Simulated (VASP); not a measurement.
Bi, 2 atoms in the cell. The structure is trigonal, space group R-3m (No. 166). Conventional cell: a = 4.471 Å, b = 4.471 Å, c = 12.436 Å, α = 90.00°, β = 90.00°, γ = 120.00°. Within 3.9 Å of Bi (site symmetry 3m) lie 6 Bi at 2.99 to 3.69 Å. 

| Item | Value |
| --- | --- |
| Program | VASP 6.6.1 |
| Task | single point |
| Functional | PBEsol |
| Potentials or basis | VASP PAW PBE potentials, release 64 (Bi_d) |
| Cutoff | 520 eV |
| k mesh | 6 × 6 × 6 |
| Occupations | gaussian, width 0.1 eV |
| Spin | no spin polarisation |
| Dipole correction | no |
| Further INCAR settings | ALGO = Normal; EDIFF = 1e-07; NBANDS = 22 |

Potentials or basis: VASP PAW PBE potentials, release 64 (Bi_d).

Run with:

```sh
$ cat potpaw_PBE.64/Bi_d/POTCAR > POTCAR
$ mpirun -np 1 vasp_std > vasp.out
```

Hardware: 1 thread of Intel(R) Xeon(R) Platinum 8259CL CPU @ 2.50GHz (Skylake/Cascade Lake) (shared host).

Problem. Estimate the wall time of this run.

Solution. It took 51 s on 1 thread of Intel(R) Xeon(R) Platinum 8259CL CPU @ 2.50GHz (Skylake/Cascade Lake), on a shared host, peak memory 0.21 GiB. Counts: scf iterations 12, k points 32.
